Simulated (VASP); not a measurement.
# TePb (Fm-3m) in VASP: notebook

The runs below take TePb through single point, relaxation of cell and atoms, with PBEsol.

Program: VASP 6.6.1. These are calculated values, not measurements. Logs are shortened: lines on timing, memory, paths and dates and some standing lists are left out, and cuts for length are marked.

### Step 1. The cell of the first run

Symmetry: Fm-3m, No. 225, cubic system. The conventional cell has a = 6.444 Å, b = 6.444 Å, c = 6.444 Å, α = 90.00°, β = 90.00°, γ = 90.00°. Pb (site symmetry m-3m) has 6 Te at 3.22 Å within 4.2 Å. Within 4.2 Å of Te (site symmetry m-3m) lie 6 Pb at 3.22 Å.

### Step 2. Single point, PBEsol

Contents of INCAR:

```
PREC     = Accurate       # precision mode
ENCUT    = 500            # plane-wave cutoff, eV
EDIFF    = 1E-6           # SCF threshold, eV
ISMEAR   = 0              # smearing method
SIGMA    = 0.02           # smearing width, eV
LREAL    = False          # projectors in reciprocal space
LASPH    = True           # aspherical terms in the spheres
NELM     = 120            # most SCF steps
ALGO     = Normal         # electronic algorithm
ISIF     = 2              # what is computed and relaxed
LWAVE    = False          # write WAVECAR
LCHARG   = True           # write CHGCAR
GGA      = PS             # functional
LELF     = True           # ELF
LVHAR    = True         
NBANDS   = 17             # bands
GGA_COMPAT= False
```

Contents of KPOINTS:

```
regular mesh
0
Gamma
  6 6 6
```

Contents of POSCAR:

```
TePb
1.0
    0.0000000000      3.2219397504      3.2219397504
    3.2219397504      0.0000000000      3.2219397504
    3.2219397504      3.2219397504      0.0000000000
Pb Te
1 1
Direct
    0.0000000000      0.0000000000      0.0000000000
    0.5000000000      0.5000000000      0.5000000000
```

Potentials or basis: VASP PAW PBE potentials, release 64 (Pb_d, Te).

Command:

```sh
cat potpaw_PBE.64/Pb_d/POTCAR potpaw_PBE.64/Te/POTCAR > POTCAR
mpirun -np 1 vasp_std > vasp.out
```

OUTCAR:

```text
PREC = Accurate
   ENCUT = 500
   EDIFF = 1E-6
   ISMEAR = 0
   LREAL = False
   LASPH = True
   NELM = 120
   ISIF = 2
   GGA = PS

 ion  position               nearest neighbor table
   1  0.000  0.000  0.000-   2 3.22   2 3.22   2 3.22   2 3.22   2 3.22   2 3.22
   2  0.500  0.500  0.500-   1 3.22   1 3.22   1 3.22   1 3.22   1 3.22   1 3.22

  LATTYP: Found a face centered cubic cell.
 ALAT       =     6.4438795008

  Lattice vectors:

 A1 = (   0.0000000000,   3.2219397504,   3.2219397504)
 A2 = (   3.2219397504,   0.0000000000,   3.2219397504)
 A3 = (   3.2219397504,   3.2219397504,   0.0000000000)

Analysis of symmetry for initial positions (statically):
=====================================================================
 Subroutine PRICEL returns:
 Original cell was already a primitive cell.

 Routine SETGRP: Setting up the symmetry group for a
 face centered cubic supercell.

 Subroutine GETGRP returns: Found 48 space group operations
 (whereof 48 operations were pure point group operations)
 out of a pool of 48 trial point group operations.

The static configuration has the point symmetry O_h .

Analysis of symmetry for dynamics (positions and initial velocities):
=====================================================================
 Subroutine PRICEL returns:
 Original cell was already a primitive cell.

 Routine SETGRP: Setting up the symmetry group for a
 face centered cubic supercell.

 Subroutine GETGRP returns: Found 48 space group operations
 (whereof 48 operations were pure point group operations)
 out of a pool of 48 trial point group operations.

The dynamic configuration has the point symmetry O_h .

 Subroutine INISYM returns: Found 48 space group operations
 (whereof 48 operations are pure point group operations),
 and found     1 'primitive' translations

----------------------------------------------------------------------------------------

                                     Primitive cell

  volume of cell :      66.8932

  direct lattice vectors                    reciprocal lattice vectors
     0.000000000  3.221939750  3.221939750    -0.155186018  0.155186018  0.155186018
     3.221939750  0.000000000  3.221939750     0.155186018 -0.155186018  0.155186018
     3.221939750  3.221939750  0.000000000     0.155186018  0.155186018 -0.155186018

  length of vectors
     4.556510892  4.556510892  4.556510892     0.268790068  0.268790068  0.268790068

  position of ions in fractional coordinates (direct lattice)
     0.000000000  0.000000000  0.000000000
     0.500000000  0.500000000  0.500000000

  ion indices of the primitive-cell ions
   primitive index   ion index
                 1           1
                 2           2

----------------------------------------------------------------------------------------

 KPOINTS: regular mesh

Automatic generation of k-mesh.
 Grid dimensions read from file:
 generate k-points for:    6    6    6

 Generating k-lattice:

  Cartesian coordinates                     Fractional coordinates (reciprocal lattice)
    -0.025864336  0.025864336  0.025864336     0.166666667  0.000000000  0.000000000
     0.025864336 -0.025864336  0.025864336     0.000000000  0.166666667  0.000000000
     0.025864336  0.025864336 -0.025864336     0.000000000  0.000000000  0.166666667

  Length of vectors
     0.044798345  0.044798345  0.044798345

  Shift w.r.t. Gamma in fractional coordinates (k-lattice)
     0.000000000  0.000000000  0.000000000

 Subroutine IBZKPT returns following result:
 ===========================================

 Found     16 irreducible k-points:

 Following reciprocal coordinates:
            Coordinates               Weight
  0.000000  0.000000  0.000000      1.000000
  0.166667  0.000000  0.000000      8.000000
  0.333333  0.000000  0.000000      8.000000
  0.500000  0.000000  0.000000      4.000000
  0.166667  0.166667  0.000000      6.000000
  0.333333  0.166667  0.000000     24.000000
[... 8 lines left out ...]
 -0.333333  0.333333  0.166667     24.000000
 -0.333333  0.500000  0.166667     12.000000
   k-points           NKPTS =     16   k-points in BZ     NKDIM =     16   number of bands    NBANDS=     17
   number of dos      NEDOS =    301   number of ions     NIONS =      2
   total plane-waves  NPLWV =  46656
   dimension x,y,z NGX =    36 NGY =   36 NGZ =   36
   dimension x,y,z NGXF=    72 NGYF=   72 NGZF=   72
   ions per type =               1   1
   NGX,Y,Z   is equivalent  to a cutoff of  13.13, 13.13, 13.13 a.u.
   NGXF,Y,Z  is equivalent  to a cutoff of  26.27, 26.27, 26.27 a.u.
 SYSTEM =  unknown system
   PREC   = accura    normal or accurate (medium, high low for compatibility)
   ISTART =      0    job   : 0-new  1-cont  2-samecut
   ICHARG =      2    charge: 1-file 2-atom 10-const
   ISPIN  =      1    spin polarized calculation?
   LNONCOLLINEAR =      F non collinear calculations
   LSORBIT =      F    spin-orbit coupling
   LASPH  =      T    aspherical Exc in radial PAW
   ENCUT  =  500.0 eV  36.75 Ry    6.06 a.u.   8.31  8.31  8.31*2*pi/ulx,y,z
   NELM   =    120;   NELMIN=  2; NELMDL= -5     # of ELM steps
   EDIFF  = 0.1E-05   stopping-criterion for ELM
   LREAL  =      F    real-space projection
   EDIFFG = 0.1E-04   stopping-criterion for IOM
   NSW    =      0    number of steps for IOM
   IBRION =     -1    ionic relax: 0-MD 1-quasi-New 2-CG
   NFREE  =      0    steps in history (QN), initial steepest desc. (CG)
   ISIF   =      2    stress and relaxation
   ISYM   =      2    0-nonsym 1-usesym 2-fastsym
   POTIM  = 0.5000    time-step for ionic-motion
   TEBEG  =    0.0;   TEEND  =   0.0 temperature during run
   PSTRESS=    0.0 pullay stress
   NELECT =      20.0000    total number of electrons
   NUPDOWN=      -1.0000    fix difference up-down
   EMIN   =  10.00;   EMAX   =-10.00  energy-range for DOS
   EFERMI =   0.00;   METHOD = LEGACY
   ISMEAR =     0;   SIGMA  =   0.02  broadening in eV -4-tet -1-fermi 0-gaus
   EFERMI_NEDOS =   21; number of points for ismear=-14 and -15
   IALGO  =     38    algorithm
   IMIX   =      4    mixing-type and parameters
     AMIX     =   0.40;   BMIX     =  1.00
     AMIX_MAG =   1.60;   BMIX_MAG =  1.00
  volume/ion in A,a.u.               =      33.45       225.71
  Fermi-wavevector in a.u.,A,eV,Ry     =   1.094689  2.068662 16.304460  1.198344
  Thomas-Fermi vector in A             =   2.230998
   LORBIT       =      0    0 simple, 1 ext, 2 COOP (PROOUT), +10 PAW based schemes
   GGA     = PS    functional components
   LHFCALC =     F    Hartree Fock is set to
   AEXX    =    0.0000 exact exchange contribution
   IVDW    =     0    specifies the selected vdW correction
   LEPSILON=     F    determine dielectric tensor
   LRPA    =     F    only Hartree local field effects (RPA)
 non-spin polarized calculation
 Gauss-broadening in eV      SIGMA  =   0.02
  energy-cutoff  :      500.00
  volume of cell :       66.89
 maximum number of plane-waves:      1724
 NGX is ok and might be reduce to    36
   NGX = 17   NGY = 17   NGZ = 17

 number of electron      20.0000002 magnetization

 Free energy of the ion-electron system (eV)
  ---------------------------------------------------
  ext. energy  EPLUGINS =         0.00000000
  ---------------------------------------------------
  free energy    TOTEN  =        -8.26003364 eV

  energy without entropy =       -8.26003364  energy(sigma->0) =       -8.26003364

 E-fermi :   5.6992     XC(G=0):  -9.5084

 val. band max:        5.5698187103   @ k =   0.5000   0.0000   0.0000
 cond. band min:       6.2201387029   @ k =   0.5000   0.0000   0.0000
 fundamental gap:      0.6503199926
 Fermi energy:         5.6991794724

 k-point     1 :       0.0000    0.0000    0.0000
  band No.  band energies     occupation
      1     -11.0751      2.00000
      2     -11.0751      2.00000
      3     -11.0634      2.00000
      4     -11.0634      2.00000
      5     -11.0634      2.00000
      6      -6.5351      2.00000
[... 9 lines left out ...]
     16      11.3076      0.00000
     17      12.7729      0.00000

 k-point     2 :       0.1667    0.0000    0.0000
  band No.  band energies     occupation
      1     -11.0785      2.00000
      2     -11.0785      2.00000
      3     -11.0628      2.00000
      4     -11.0594      2.00000
      5     -11.0594      2.00000
      6      -6.2951      2.00000
[... 9 lines left out ...]
     16      11.8209      0.00000
     17      14.4763      0.00000

 k-point     3 :       0.3333    0.0000    0.0000
  band No.  band energies     occupation
      1     -11.0866      2.00000
      2     -11.0866      2.00000
      3     -11.0616      2.00000
      4     -11.0500      2.00000
      5     -11.0500      2.00000
      6      -5.6384      2.00000
[... 9 lines left out ...]
     16      13.1936      0.00000
     17      16.5307      0.00000

 k-point     4 :       0.5000    0.0000    0.0000
  band No.  band energies     occupation
      1     -11.0908      2.00000
      2     -11.0908      2.00000
      3     -11.0612      2.00000
      4     -11.0452      2.00000
      5     -11.0452      2.00000
      6      -5.0716      2.00000
[... 9 lines left out ...]
     16      14.8056      0.00000
     17      14.8056      0.00000
[... 183 lines left out ...]
      1     -11.1107      2.00000
      2     -11.0770      2.00000
      3     -11.0634      2.00000
      4     -11.0473      2.00000
      5     -11.0434      2.00000
      6      -5.1577      2.00000
[... 9 lines left out ...]
     16      14.5966      0.00000
     17      15.1088      0.00000

 k-point    15 :      -0.3333    0.3333    0.1667
  band No.  band energies     occupation
      1     -11.1142      2.00000
      2     -11.0800      2.00000
      3     -11.0560      2.00000
      4     -11.0534      2.00000
      5     -11.0395      2.00000
      6      -4.7651      2.00000
[... 9 lines left out ...]
     16      15.8200      0.00000
     17      15.9667      0.00000

 k-point    16 :      -0.3333    0.5000    0.1667
  band No.  band energies     occupation
      1     -11.1282      2.00000
      2     -11.0725      2.00000
      3     -11.0650      2.00000
      4     -11.0459      2.00000
      5     -11.0359      2.00000
      6      -4.6955      2.00000
[... 9 lines left out ...]
     16      16.3124      0.00000
     17      17.1032      0.00000

------------------------ aborting loop because EDIFF is reached ----------------------------------------

  FORCE on cell =-STRESS in cart. coord.  units (eV):
  Direction    XX          YY          ZZ          XY          YZ          ZX
  --------------------------------------------------------------------------------------
  -------------------------------------------------------------------------------------
  Total       -0.0158789     -0.0158789     -0.0158789     -0.0000000      0.0000000     -0.0000000
  in kB       -0.3803203     -0.3803203     -0.3803203     -0.0000000      0.0000000     -0.0000000
  external PRESSURE =      -0.3803203 kB  Pullay stress =       0.0000000 kB

 VOLUME and BASIS-vectors are now :
 -----------------------------------------------------------------------------
  energy-cutoff  :      500.00
  volume of cell :       66.89
      direct lattice vectors                 reciprocal lattice vectors
     0.000000000  3.221939750  3.221939750    -0.155186018  0.155186018  0.155186018
     3.221939750  0.000000000  3.221939750     0.155186018 -0.155186018  0.155186018
     3.221939750  3.221939750  0.000000000     0.155186018  0.155186018 -0.155186018

 POSITION                                       TOTAL-FORCE (eV/Angst)
 -----------------------------------------------------------------------------------
      0.00000      0.00000      0.00000         0.000000      0.000000     -0.000000
      3.22194      3.22194      3.22194         0.000000      0.000000      0.000000
 -----------------------------------------------------------------------------------
    total drift:                               -0.000000      0.000000      0.000000

  FREE ENERGIE OF THE ION-ELECTRON SYSTEM (eV)
  ---------------------------------------------------
  free  energy   TOTEN  =        -8.2600336395 eV

  energy  without entropy=       -8.2600336395  energy(sigma->0) =       -8.26003364
```

Wall time 21 s (1 thread of Intel Xeon Platinum 8259CL at 2.50GHz (Skylake/Cascade Lake), shared host); peak memory 0.2 GiB.

Results:

```
Free energy            : -8.2600 eV
Pressure               : 0.0 GPa
Band gap on the k mesh : 0.65 eV
```

Caveat: the PAW data sets were made with another functional, which shifts forces and pressure a little; spin-orbit coupling is left out, which moves the levels of the heavy elements. A k mesh can miss the band edges.

[end of part 1 of 2]
